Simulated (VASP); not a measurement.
A run of VASP 6.6.1 is set up as follows.

Contents of INCAR:

```
  ALGO = Fast
  EDIFF = 1E-7
  ENCUT = 520
  GGA = PE
  ISIF = 2
  ISMEAR = 0
  LASPH = True
  LCHARG = False
  LREAL = False
  LWAVE = False
  NBANDS = 34
  NELM = 100
  PREC = Accurate
  SIGMA = 0.1
```

The input KPOINTS:

```
k-points
0
Gamma
  4 4 4
```

POSCAR

```
Li5Ta3
1.0
   -2.9525348600      2.9525348600      2.9525348600
    2.9525348600     -2.9525348600      2.9525348600
    2.9525348600      2.9525348600     -2.9525348600
Li Ta
5 3
Direct
    0.0000000000      0.0000000000      0.0000000000
    0.0000000000      0.0000000000      0.5000000000
    0.0000000000      0.5000000000      0.0000000000
    0.5000000000      0.0000000000      0.0000000000
    0.5000000000      0.5000000000      0.5000000000
    0.0000000000      0.5000000000      0.5000000000
    0.5000000000      0.5000000000      0.0000000000
    0.5000000000      0.0000000000      0.5000000000
```

Potentials or basis: VASP PAW PBE potentials, release 64 (Li_sv, Ta_pv).

The run is started by

```bash
$ cat potpaw_PBE.64/Li_sv/POTCAR potpaw_PBE.64/Ta_pv/POTCAR > POTCAR
$ mpirun -np 1 vasp_std > vasp.out
```

(1) Estimate the band gap on the k mesh.

Results:

(1) zero (band 24 reaches 4.90 eV, above the bottom of band 25 at 4.25 eV).

Caveat: the k points lie up to 0.38 Å⁻¹ apart; spin-orbit coupling is left out, which moves the levels of the heavy elements.
